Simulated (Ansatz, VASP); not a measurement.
# Two plane-wave programs on AlN

POSCAR

```
AlN
1.0
    3.1998652988      0.0000000000      0.0000000000
   -1.5999326494      2.6097375712      0.0000000000
    0.0000000000      0.0000000000      4.9784048354
Al N
2 2
Direct
    0.3333333333      0.6666666667      0.0016929024
    0.6666666667      0.3333333333      0.5016929024
    0.3333333333      0.6666666667      0.3833070976
    0.6666666667      0.3333333333      0.8833070976
```

Contents of INCAR.step1:

```
SYSTEM = AlN
PREC = Accurate
ENCUT = 520
ISMEAR = 0
SIGMA = 0.05
LREAL = .False.
LASPH = .True.
NELM = 80
NBANDS = 16
GGA = PE
ALGO = Normal
EDIFF = 1E-4
LWAVE = .True.
LCHARG = .False.
```

File INCAR.step2:

```
SYSTEM = AlN
PREC = Accurate
ENCUT = 520
EDIFF = 1E-7
ISMEAR = 0
SIGMA = 0.05
LREAL = .False.
LASPH = .True.
NELM = 80
ALGO = Normal
ISIF = 2
LWAVE = .False.
LCHARG = .True.
METAGGA = R2SCAN
LMIXTAU = .True.
LELF = .True.
LVHAR = .True.
NBANDS = 16
ISTART = 1
```

File KPOINTS:

```
regular mesh
0
Gamma
  12 12 6
  0 0 0
```

Input for Ansatz:

```yaml
crystal:
  lattice:
    - [3.1998652988, 0.0, 0.0]
    - [-1.5999326494, 2.6097375712, 0.0]
    - [0.0, 0.0, 4.9784048354]
  atoms:
    - { symbol: Al, position: [0.3333333333, 0.6666666667, 0.0016929024] }
    - { symbol: Al, position: [0.6666666667, 0.3333333333, 0.5016929024] }
    - { symbol: "N", position: [0.3333333333, 0.6666666667, 0.3833070976] }
    - { symbol: "N", position: [0.6666666667, 0.3333333333, 0.8833070976] }
basis:
  ecutwfc: 500
kpoints:
  mp_grid: { grid: [12, 12, 6] }
hamiltonian:
  xc: r2scan
scf:
  occupations: { method: gaussian, width: 0.05 }
output:
  forces: true
  stress: true
  eigenvalues: true
```

Change from the starting cell: strain +0.0300 x Voigt [1, -1, 0, 0, 0, 0], atoms carried along.

Alike in both runs: task single point; functional r2SCAN; k mesh 12 × 12 × 6; occupations gaussian, width 0.05 eV; no spin polarisation.

|  | VASP | Ansatz |
| --- | --- | --- |
| version | VASP 6.6.1 | Ansatz 0.2.0 |
| potentials or method | VASP PAW PBE potentials, release 64 (Al, N), cutoff 520 eV | scalar-relativistic, plane waves, PAW |
| valence electrons in the cell | 16 | 16 |

|  | VASP | Ansatz | Ansatz less VASP |
| --- | --- | --- | --- |
| gap on the k mesh at the Fermi level (eV) | 4.89 | 4.85 | -0.040 |
| least direct gap on the mesh (eV) | 4.89 | 4.85 | -0.040 |
| pressure (GPa) | 0.3 | 0.6 | +0.38 |
| traceless stress, the component that is largest in VASP (GPa) | 11.53 | 11.39 | -0.139 |
| rms of the force components (eV/Å) | 0.385 | 0.378 | -0.0064 |

VASP's potentials were made for PBE, not for r2SCAN. Atom by atom the forces differ by 0.006 eV/Å (rms over components).
